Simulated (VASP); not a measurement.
# Fe (Im-3m) in VASP: single point with LDA

Aim: the single point of Fe with LDA.

Program: VASP 6.6.1. These are calculated values, not measurements. Logs are shortened: lines on timing, memory, paths and dates and some standing lists are left out, and cuts for length are marked.

**1. The cell of the first run**

Symmetry: Im-3m, No. 229, cubic system. Conventional cell: a = 2.867 Å, b = 2.867 Å, c = 2.867 Å, α = 90.00°, β = 90.00°, γ = 90.00°. Fe (site symmetry m-3m) has 14 Fe at 2.48 to 2.87 Å within 3.3 Å.

**2. Single point, LDA, collinear spin, ferromagnetic start**

The input, INCAR:

```
SYSTEM = Fe
PREC = Accurate ; ENCUT = 520
EDIFF = 1E-7 ; ISMEAR = -1
SIGMA = 0.1 ; LREAL = .FALSE.
LASPH = .TRUE. ; NELM = 150
ALGO = Normal ; ISIF = 2
LWAVE = .FALSE. ; LCHARG = .FALSE.
ISPIN = 2 ; MAGMOM = 4 4
LORBIT = 11 ; LMAXMIX = 4
GGA = CA ; NBANDS = 19
```

The input, KPOINTS:

```
regular mesh
0
G
  14 14 7
  0 0 0
```

The input, POSCAR:

```
Fe
1.0
   -1.4333000000      1.4333000000      1.4333000000
    1.4333000000     -1.4333000000      1.4333000000
    2.8666000000      2.8666000000     -2.8666000000
Fe
2
Direct
    0.0000000000      0.0000000000      0.0000000000
    0.0000000000      0.0000000000      0.5000000000
```

Potentials or basis: VASP PAW LDA potentials, release 64 (Fe).

Command:

```bash
$ cat potpaw_LDA.64/Fe/POTCAR > POTCAR
$ mpirun -np 1 vasp_std > vasp.out
```

OUTCAR:

```text
SYSTEM = Fe
   PREC = Accurate
   ENCUT = 520
   EDIFF = 1E-7
   ISMEAR = -1
   LREAL = .FALSE.
   LASPH = .TRUE.
   NELM = 150
   ISIF = 2
   ISPIN = 2
   LORBIT = 11
   GGA = CA

 ion  position               nearest neighbor table
   1  0.000  0.000  0.000-   2 2.48   2 2.48   2 2.48   2 2.48   2 2.87   2 2.87   2 2.87   2 2.87

   2  0.000  0.000  0.500-   1 2.48   1 2.48   1 2.48   1 2.48   1 2.87   1 2.87   1 2.87   1 2.87

  LATTYP: Found a base centered orthorhombic cell.
 ALAT       =     2.8666000000
 B/A-ratio  =     1.4142135624
 C/A-ratio  =     1.4142135624

  Lattice vectors:

 A1 = (  -1.4333000000,   1.4333000000,   1.4333000000)
 A2 = (   1.4333000000,  -1.4333000000,   1.4333000000)
 A3 = (   2.8666000000,   2.8666000000,   0.0000000000)

Analysis of symmetry for initial positions (statically):
=====================================================================
 Subroutine PRICEL returns following result:

  LATTYP: Found a body centered cubic cell.
 ALAT       =     2.8666000000

  Lattice vectors:

 A1 = (  -1.4333000000,   1.4333000000,   1.4333000000)
 A2 = (   1.4333000000,  -1.4333000000,   1.4333000000)
 A3 = (   1.4333000000,   1.4333000000,  -1.4333000000)

   2 primitive cells build up your supercell.

 Routine SETGRP: Setting up the symmetry group for a
 base centered orthorhombic supercell.

 Subroutine GETGRP returns: Found  8 space group operations
 (whereof  8 operations were pure point group operations)
 out of a pool of  8 trial point group operations.

The static configuration has the point symmetry D_2h.

Analysis of symmetry for dynamics (positions and initial velocities):
=====================================================================
 Subroutine PRICEL returns following result:

  LATTYP: Found a body centered cubic cell.
 ALAT       =     2.8666000000

  Lattice vectors:

 A1 = (  -1.4333000000,   1.4333000000,   1.4333000000)
 A2 = (   1.4333000000,  -1.4333000000,   1.4333000000)
 A3 = (   1.4333000000,   1.4333000000,  -1.4333000000)

   2 primitive cells build up your supercell.

 Routine SETGRP: Setting up the symmetry group for a
 base centered orthorhombic supercell.

 Subroutine GETGRP returns: Found  8 space group operations
 (whereof  8 operations were pure point group operations)
 out of a pool of  8 trial point group operations.

The dynamic configuration has the point symmetry D_2h.

Analysis of structural, dynamic, and magnetic symmetry:
=====================================================================
 Subroutine PRICEL returns following result:

  LATTYP: Found a body centered cubic cell.
 ALAT       =     2.8666000000

  Lattice vectors:

 A1 = (  -1.4333000000,   1.4333000000,   1.4333000000)
 A2 = (   1.4333000000,  -1.4333000000,   1.4333000000)
 A3 = (   1.4333000000,   1.4333000000,  -1.4333000000)

   2 primitive cells build up your supercell.

 Routine SETGRP: Setting up the symmetry group for a
 base centered orthorhombic supercell.

 Subroutine GETGRP returns: Found  8 space group operations
 (whereof  8 operations were pure point group operations)
 out of a pool of  8 trial point group operations.

The overall configuration has the point symmetry D_2h.

 Subroutine INISYM returns: Found  8 space group operations
 (whereof  8 operations are pure point group operations),
 and found     2 'primitive' translations

----------------------------------------------------------------------------------------

                                     Primitive cell

  volume of cell :      11.7780

  direct lattice vectors                    reciprocal lattice vectors
    -1.433300000  1.433300000  1.433300000     0.000000000  0.348845322  0.348845322
     1.433300000 -1.433300000  1.433300000     0.348845322  0.000000000  0.348845322
     1.433300000  1.433300000 -1.433300000     0.348845322  0.348845322  0.000000000

  length of vectors
     2.482548422  2.482548422  2.482548422     0.493341786  0.493341786  0.493341786

  position of ions in fractional coordinates (direct lattice)
     0.000000000  0.000000000  0.000000000

  ion indices of the primitive-cell ions
   primitive index   ion index
                 1           1

----------------------------------------------------------------------------------------

 KPOINTS: regular mesh

Automatic generation of k-mesh.
 Grid dimensions read from file:
 generate k-points for:   14   14    7

 Generating k-lattice:

  Cartesian coordinates                     Fractional coordinates (reciprocal lattice)
     0.000000000  0.024917523  0.024917523     0.071428571  0.000000000  0.000000000
     0.024917523  0.000000000  0.024917523     0.000000000  0.071428571  0.000000000
     0.024917523  0.024917523  0.000000000     0.000000000  0.000000000  0.142857143

  Length of vectors
     0.035238699  0.035238699  0.035238699

  Shift w.r.t. Gamma in fractional coordinates (k-lattice)
     0.000000000  0.000000000  0.000000000

 Subroutine IBZKPT returns following result:
 ===========================================

 Found    228 irreducible k-points:

 Following reciprocal coordinates:
            Coordinates               Weight
  0.000000  0.000000  0.000000      1.000000
  0.071429  0.000000  0.000000      8.000000
  0.142857  0.000000  0.000000      8.000000
  0.214286  0.000000  0.000000      8.000000
  0.285714  0.000000  0.000000      8.000000
  0.357143  0.000000  0.000000      8.000000
[... 16 lines left out ...]
  0.214286  0.142857 -0.000000      8.000000
  0.285714  0.142857  0.000000      8.000000
 [... further k-points ...]
   k-points           NKPTS =    228   k-points in BZ     NKDIM =    228   number of bands    NBANDS=     19
   number of dos      NEDOS =    301   number of ions     NIONS =      2
   total plane-waves  NPLWV =  12960
   dimension x,y,z NGX =    18 NGY =   18 NGZ =   40
   dimension x,y,z NGXF=    36 NGYF=   36 NGZF=   80
   ions per type =               2
   NGX,Y,Z   is equivalent  to a cutoff of  12.05, 12.05, 13.39 a.u.
   NGXF,Y,Z  is equivalent  to a cutoff of  24.11, 24.11, 26.79 a.u.
 SYSTEM =  Fe
   PREC   = accura    normal or accurate (medium, high low for compatibility)
   ISTART =      0    job   : 0-new  1-cont  2-samecut
   ICHARG =      2    charge: 1-file 2-atom 10-const
   ISPIN  =      2    spin polarized calculation?
   LNONCOLLINEAR =      F non collinear calculations
   LSORBIT =      F    spin-orbit coupling
   LASPH  =      T    aspherical Exc in radial PAW
   ENCUT  =  520.0 eV  38.22 Ry    6.18 a.u.   4.62  4.62  9.23*2*pi/ulx,y,z
   NELM   =    150;   NELMIN=  2; NELMDL= -5     # of ELM steps
   EDIFF  = 0.1E-06   stopping-criterion for ELM
   LREAL  =      F    real-space projection
   EDIFFG = 0.1E-05   stopping-criterion for IOM
   NSW    =      0    number of steps for IOM
   IBRION =     -1    ionic relax: 0-MD 1-quasi-New 2-CG
   NFREE  =      0    steps in history (QN), initial steepest desc. (CG)
   ISIF   =      2    stress and relaxation
   ISYM   =      2    0-nonsym 1-usesym 2-fastsym
   POTIM  = 0.5000    time-step for ionic-motion
   TEBEG  =    0.0;   TEEND  =   0.0 temperature during run
   PSTRESS=    0.0 pullay stress
   NELECT =      16.0000    total number of electrons
   NUPDOWN=      -1.0000    fix difference up-down
   EMIN   =  10.00;   EMAX   =-10.00  energy-range for DOS
   EFERMI =   0.00;   METHOD = LEGACY
   ISMEAR =    -1;   SIGMA  =   0.10  broadening in eV -4-tet -1-fermi 0-gaus
   EFERMI_NEDOS =   21; number of points for ismear=-14 and -15
   IALGO  =     38    algorithm
   IMIX   =      4    mixing-type and parameters
     AMIX     =   0.40;   BMIX     =  1.00
     AMIX_MAG =   1.60;   BMIX_MAG =  1.00
  volume/ion in A,a.u.               =      11.78        79.48
  Fermi-wavevector in a.u.,A,eV,Ry     =   1.439067  2.719443 28.176499  2.070914
  Thomas-Fermi vector in A             =   2.557964
   LORBIT       =     11    0 simple, 1 ext, 2 COOP (PROOUT), +10 PAW based schemes
   GGA     = CA    functional components
   LHFCALC =     F    Hartree Fock is set to
   AEXX    =    0.0000 exact exchange contribution
   IVDW    =     0    specifies the selected vdW correction
   LEPSILON=     F    determine dielectric tensor
   LRPA    =     F    only Hartree local field effects (RPA)
 spin polarized calculation
  energy-cutoff  :      520.00
  volume of cell :       23.56
 maximum number of plane-waves:       649
   NGX =  9   NGY =  9   NGZ = 19

 number of electron      15.9999996 magnetization       4.3591780

 Free energy of the ion-electron system (eV)
  ---------------------------------------------------
  ext. energy  EPLUGINS =         0.00000000
  ---------------------------------------------------
  free energy    TOTEN  =       -18.25048870 eV

  energy without entropy =      -18.18504117  energy(sigma->0) =      -18.21776494

 E-fermi :   5.3104     XC(G=0): -13.2141

 val. band max:        5.3069355921   @ k =  -0.4286   0.4286   0.1429
 cond. band min:       5.3160063450   @ k =  -0.1429   0.1429   0.1429
 fundamental gap:      0.0090707529
 Fermi energy:         5.3103530383

 spin component 1

 k-point     1 :       0.0000    0.0000    0.0000
  band No.  band energies     occupation
      1      -3.0067      1.00000
      2       0.5714      1.00000
      3       2.0574      1.00000
      4       3.0976      1.00000
      5       3.0976      1.00000
      6       3.0976      1.00000
[... 11 lines left out ...]
     18      29.8254      0.00000
     19      29.8254      0.00000
[... 489 lines left out ...]
      3       2.0909      1.00000
      4       2.2619      1.00000
      5       2.9491      1.00000
      6       2.9703      1.00000
[... 11 lines left out ...]
     18      25.0149      0.00000
     19      30.1403      0.00000

 [... further k-points ...]

 spin component 2

 k-point     1 :       0.0000    0.0000    0.0000
  band No.  band energies     occupation
      1      -2.6328      1.00000
      2       1.8069      1.00000
      3       3.6871      1.00000
      4       4.8888      0.98545
      5       4.8888      0.98545
      6       4.8888      0.98544
[... 11 lines left out ...]
     18      29.9746      0.00000
     19      29.9746      0.00000
[... 489 lines left out ...]
      3       3.6737      1.00000
      4       3.8893      1.00000
      5       4.2103      0.99998
      6       4.3186      0.99995
[... 11 lines left out ...]
     18      25.6054      0.00000
     19      30.6662      0.00000

 [... further k-points ...]
[... 5 lines left out ...]
  --------------------------------------------------------------------------------------
  -------------------------------------------------------------------------------------
  Total       -3.4494059     -3.4494059     -3.4493139      0.0000846      0.0000000      0.0000000
  in kB     -234.6138246   -234.6138246   -234.6075647      0.0057568      0.0000000      0.0000000
  external PRESSURE =    -234.6117379 kB  Pullay stress =       0.0000000 kB

 VOLUME and BASIS-vectors are now :
 -----------------------------------------------------------------------------
  energy-cutoff  :      520.00
  volume of cell :       23.56
      direct lattice vectors                 reciprocal lattice vectors
    -1.433300000  1.433300000  1.433300000     0.000000000  0.348845322  0.348845322
     1.433300000 -1.433300000  1.433300000     0.348845322  0.000000000  0.348845322
     2.866600000  2.866600000 -2.866600000     0.174422661  0.174422661  0.000000000

 POSITION                                       TOTAL-FORCE (eV/Angst)
 -----------------------------------------------------------------------------------
      0.00000      0.00000      0.00000         0.000000     -0.000000     -0.000000
      1.43330      1.43330     -1.43330        -0.000000      0.000000      0.000000
 -----------------------------------------------------------------------------------
    total drift:                               -0.000000     -0.000000      0.000000

  FREE ENERGIE OF THE ION-ELECTRON SYSTEM (eV)
  ---------------------------------------------------
  free  energy   TOTEN  =       -18.2504887021 eV

  energy  without entropy=      -18.1850411739  energy(sigma->0) =      -18.21776494

 total charge

# of ion       s       p       d       tot
------------------------------------------
    1        0.474   0.502   6.233   7.208
    2        0.474   0.502   6.233   7.208
--------------------------------------------------
tot          0.947   1.004  12.465  14.417

 magnetization (x)

# of ion       s       p       d       tot
------------------------------------------
    1       -0.011  -0.032   2.200   2.157
    2       -0.011  -0.032   2.200   2.157
--------------------------------------------------
tot         -0.021  -0.064   4.399   4.314
```

It took 2.2 min on 1 thread of Intel Xeon Platinum 8488C (Sapphire Rapids), shared host; peak memory 0.24 GiB.

Results:

* Free energy: -18.2505 eV
* Pressure: -23.5 GPa
* Net moment: 4.36 μB per cell
* Site moments: Fe +2.16 μB
* Valence electrons inside the program's atomic spheres: Fe 7.21
